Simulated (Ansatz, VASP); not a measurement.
CdS3 in VASP and in Ansatz

```
Cd S
1.0
     4.79703    0.00000    0.00000
    -2.39851    4.15435    0.00000
     0.00000    0.00000    4.97681
Cd S
1 3
Direct
  0.00000 0.00000 0.50000
  0.00000 0.00000 0.00000
  0.33333 0.66667 0.50000
  0.66667 0.33333 0.50000
```

Alike in both runs: functional PBE; k mesh 12 × 12 × 10; occupations gaussian, width 0.1 eV; no spin polarisation.

Ansatz relaxed the structure, and its values are those at the end. VASP's run is a single point on that final structure, the one shown.

|  | VASP | Ansatz |
| --- | --- | --- |
| version | VASP 6.6.1 | Ansatz 0.2.0 |
| potentials or method | VASP PAW PBE potentials, release 64 (Cd, S), cutoff 500 eV | scalar-relativistic, plane waves, PAW |
| valence electrons in the cell | 30 | 38 |

Ansatz gave:

- gap on the k mesh at the Fermi level (eV): none
- pressure (GPa): 0.0

Problem. Estimate VASP's values.

Solution. gap on the k mesh at the Fermi level (eV): none; pressure (GPa): 0.2.

A gap of «none» marks a metal or a gap that the smearing closes. With one functional, cell and mesh, what is left measures potentials, basis and numerics. VASP's potentials hold 30 valence electrons a cell and Ansatz's 38, so a difference there can come from the potentials and not from the codes.
